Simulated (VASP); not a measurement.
# V (Fm-3m) in VASP: electric field gradients with PBE

Aim: the electric field gradients of V with PBE.

Program: VASP 6.6.1. These are calculated values, not measurements. Logs are shortened: lines on timing, memory, paths and dates and some standing lists are left out, and cuts for length are marked.

## 1. The cell of the first run

The structure is cubic, space group Fm-3m (No. 225). The conventional cell has a = 3.790 Å, b = 3.790 Å, c = 3.790 Å, α = 90.00°, β = 90.00°, γ = 90.00°. V (site symmetry m-3m) has 12 V at 2.68 Å within 3.5 Å.

## 2. Electric field gradients, PBE, collinear spin, ferromagnetic start

File INCAR:

```
SYSTEM = V
PREC     = Accurate       ! precision mode
ENCUT    = 520            ! plane-wave cutoff, eV
EDIFF    = 1E-8           ! SCF threshold, eV
ISMEAR   = -1             ! smearing method
SIGMA    = 0.08           ! smearing width, eV
LREAL    = .False.        ! projectors in reciprocal space
LASPH    = .True.         ! aspherical terms in the spheres
NELM     = 150            ! most SCF steps
ALGO     = Normal         ! electronic algorithm
ISIF     = 2              ! what is computed and relaxed
LWAVE    = .False.        ! write WAVECAR
LCHARG   = .False.        ! write CHGCAR
ISPIN    = 2              ! spin polarisation
MAGMOM   = 1.5            ! initial moments
LORBIT   = 11             ! projections on sites
LMAXMIX  = 4              ! l up to which the mixer works
GGA      = PE             ! functional
LEFG     = .True.       
NBANDS   = 16             ! bands
```

File KPOINTS:

```
Automatic mesh
0
Gamma
  15 15 15
  0 0 0
```

File POSCAR:

```
V
1.0
    0.0000000000      1.8950000000      1.8950000000
    1.8950000000      0.0000000000      1.8950000000
    1.8950000000      1.8950000000      0.0000000000
V
1
Direct
    0.0000000000      0.0000000000      0.0000000000
```

Potentials or basis: VASP PAW PBE potentials, release 64 (V_sv).

Started as:

```sh
$ cat potpaw_PBE.64/V_sv/POTCAR > POTCAR
$ mpirun -np 1 vasp_std > vasp.out
```

OUTCAR:

```text
SYSTEM = V
   PREC = Accurate
   ENCUT = 520
   EDIFF = 1E-8
   ISMEAR = -1
   LREAL = .False.
   LASPH = .True.
   NELM = 150
   ISIF = 2
   ISPIN = 2
   LORBIT = 11
   GGA = PE

 ion  position               nearest neighbor table
   1  0.000  0.000  0.000-

  LATTYP: Found a face centered cubic cell.
 ALAT       =     3.7900000000

  Lattice vectors:

 A1 = (   0.0000000000,   1.8950000000,   1.8950000000)
 A2 = (   1.8950000000,   0.0000000000,   1.8950000000)
 A3 = (   1.8950000000,   1.8950000000,   0.0000000000)

Analysis of symmetry for initial positions (statically):
=====================================================================
 Subroutine PRICEL returns:
 Original cell was already a primitive cell.

 Routine SETGRP: Setting up the symmetry group for a
 face centered cubic supercell.

 Subroutine GETGRP returns: Found 48 space group operations
 (whereof 48 operations were pure point group operations)
 out of a pool of 48 trial point group operations.

The static configuration has the point symmetry O_h .

Analysis of symmetry for dynamics (positions and initial velocities):
=====================================================================
 Subroutine PRICEL returns:
 Original cell was already a primitive cell.

 Routine SETGRP: Setting up the symmetry group for a
 face centered cubic supercell.

 Subroutine GETGRP returns: Found 48 space group operations
 (whereof 48 operations were pure point group operations)
 out of a pool of 48 trial point group operations.

The dynamic configuration has the point symmetry O_h .

Analysis of structural, dynamic, and magnetic symmetry:
=====================================================================
 Subroutine PRICEL returns:
 Original cell was already a primitive cell.

 Routine SETGRP: Setting up the symmetry group for a
 face centered cubic supercell.

 Subroutine GETGRP returns: Found 48 space group operations
 (whereof 48 operations were pure point group operations)
 out of a pool of 48 trial point group operations.

The overall configuration has the point symmetry O_h .

 Subroutine INISYM returns: Found 48 space group operations
 (whereof 48 operations are pure point group operations),
 and found     1 'primitive' translations

[... 147 lines left out ...]

 spin component 1

 k-point     1 :       0.0000    0.0000    0.0000
  band No.  band energies     occupation
      1     -54.1521      1.00000
      2     -27.4774      1.00000
      3     -27.4774      1.00000
      4     -27.4774      1.00000
      5       3.0173      1.00000
      6      10.0652      0.11508
[... 435 lines left out ...]
      5       4.4244      1.00000
      6       9.2207      0.99980
[... 8 lines left out ...]
     15      38.4071      0.00000
     16      39.0708      0.00000

 [... further k-points ...]

 spin component 2

 k-point     1 :       0.0000    0.0000    0.0000
  band No.  band energies     occupation
      1     -54.1521      1.00000
      2     -27.4774      1.00000
      3     -27.4774      1.00000
      4     -27.4774      1.00000
      5       3.0173      1.00000
      6      10.0652      0.11511
[... 435 lines left out ...]
      5       4.4244      1.00000
      6       9.2207      0.99980
[... 8 lines left out ...]
     15      38.4071      0.00000
     16      39.0708      0.00000

 [... further k-points ...]

------------------------ aborting loop because EDIFF is reached ----------------------------------------

  FORCE on cell =-STRESS in cart. coord.  units (eV):
  Direction    XX          YY          ZZ          XY          YZ          ZX
  --------------------------------------------------------------------------------------
  -------------------------------------------------------------------------------------
  Total        0.3560000      0.3560000      0.3560000      0.0000000     -0.0000000      0.0000000
  in kB       41.9085750     41.9085750     41.9085750      0.0000000     -0.0000000      0.0000000
  external PRESSURE =      41.9085750 kB  Pullay stress =       0.0000000 kB

 VOLUME and BASIS-vectors are now :
 -----------------------------------------------------------------------------
  energy-cutoff  :      520.00
  volume of cell :       13.61
      direct lattice vectors                 reciprocal lattice vectors
     0.000000000  1.895000000  1.895000000    -0.263852243  0.263852243  0.263852243
     1.895000000  0.000000000  1.895000000     0.263852243 -0.263852243  0.263852243
     1.895000000  1.895000000  0.000000000     0.263852243  0.263852243 -0.263852243

 POSITION                                       TOTAL-FORCE (eV/Angst)
 -----------------------------------------------------------------------------------
      0.00000      0.00000      0.00000         0.000000     -0.000000      0.000000
 -----------------------------------------------------------------------------------
    total drift:                                0.000000      0.000000      0.000000

  FREE ENERGIE OF THE ION-ELECTRON SYSTEM (eV)
  ---------------------------------------------------
  free  energy   TOTEN  =        -8.7636873499 eV

  energy  without entropy=       -8.7273114394  energy(sigma->0) =       -8.74549939

 Electric field gradients (V/A^2)
---------------------------------------------------------------------
 ion       V_xx      V_yy      V_zz      V_xy      V_xz      V_yz
---------------------------------------------------------------------
   1      -0.000    -0.000    -0.000     0.001     0.001     0.001
---------------------------------------------------------------------

 Electric field gradients after diagonalization (V/A^2)
 (convention: |V_zz| > |V_xx| > |V_yy|)
----------------------------------------------------------------------
 ion       V_xx      V_yy      V_zz     asymmetry (V_yy - V_xx)/ V_zz
----------------------------------------------------------------------
   1      -0.001    -0.001     0.003       0.000
----------------------------------------------------------------------

           NMR quadrupolar parameters

 Cq : quadrupolar parameter    Cq=e*Q*V_zz/h
 eta: asymmetry parameters     (V_yy - V_xx)/ V_zz
 Q  : nuclear electric quadrupole moment in mb (millibarn)
----------------------------------------------------------------------
 ion       Cq(MHz)       eta       Q (mb)
----------------------------------------------------------------------
   1       0.000       0.000       1.000
----------------------------------------------------------------------

 total charge

# of ion       s       p       d       tot
------------------------------------------
    1        2.347   6.231   3.048  11.626

 magnetization (x)

# of ion       s       p       d       tot
------------------------------------------
    1       -0.000  -0.000  -0.000  -0.000
```

OSZICAR:

```text
N       E                     dE             d eps       ncg     rms          rms(c)
DAV:   1     0.918766460223E+02    0.91877E+02   -0.64702E+03  7736   0.888E+02
DAV:   2    -0.831943973392E+01   -0.10020E+03   -0.96054E+02  8384   0.270E+02
DAV:   3    -0.983168271783E+01   -0.15122E+01   -0.15105E+01  8840   0.361E+01
DAV:   4    -0.983759486158E+01   -0.59121E-02   -0.59120E-02  9136   0.238E+00
DAV:   5    -0.983764654502E+01   -0.51683E-04   -0.51682E-04  9024   0.207E-01    0.186E+01
DAV:   6    -0.877027488767E+01    0.10674E+01   -0.17262E+00  7800   0.211E+01    0.231E+00
DAV:   7    -0.876579275488E+01    0.44821E-02   -0.52950E-02  8664   0.262E+00    0.171E+00
DAV:   8    -0.876629741207E+01   -0.50466E-03   -0.58357E-03  8256   0.872E-01    0.846E-01
DAV:   9    -0.876321784838E+01    0.30796E-02   -0.19813E-03  8968   0.521E-01    0.222E-01
DAV:  10    -0.876366812695E+01   -0.45028E-03   -0.55037E-04  8432   0.251E-01    0.324E-02
DAV:  11    -0.876368536036E+01   -0.17233E-04   -0.12427E-05  8360   0.392E-02    0.179E-02
DAV:  12    -0.876368724208E+01   -0.18817E-05   -0.39230E-06  8352   0.225E-02    0.449E-03
DAV:  13    -0.876368735740E+01   -0.11531E-06   -0.38737E-07  8408   0.578E-03    0.292E-03
DAV:  14    -0.876368737744E+01   -0.20045E-07   -0.20606E-08  8760   0.140E-03    0.956E-04
DAV:  15    -0.876368735637E+01    0.21070E-07   -0.45015E-09  4376   0.712E-04    0.137E-04
DAV:  16    -0.876368734986E+01    0.65143E-08   -0.42769E-10  4064   0.181E-04
   1 F= -.87636873E+01 E0= -.87454994E+01  d E =-.363759E-01  mag=    -0.0000
```

Run time: 26 s. Hardware: 1 thread of Intel Xeon 6975P-C (Granite Rapids), shared host; peak memory 0.15 GiB.

What came out:

```
Free energy                                           : -8.7637 eV
Pressure                                              : 4.2 GPa
Net moment                                            : 0.00 μB per cell
Valence electrons inside the program's atomic spheres : V 11.63
```

Caveat: without QUAD_EFG the Cq values of the log hold for a quadrupole moment of 1 mb, not for the nuclei.
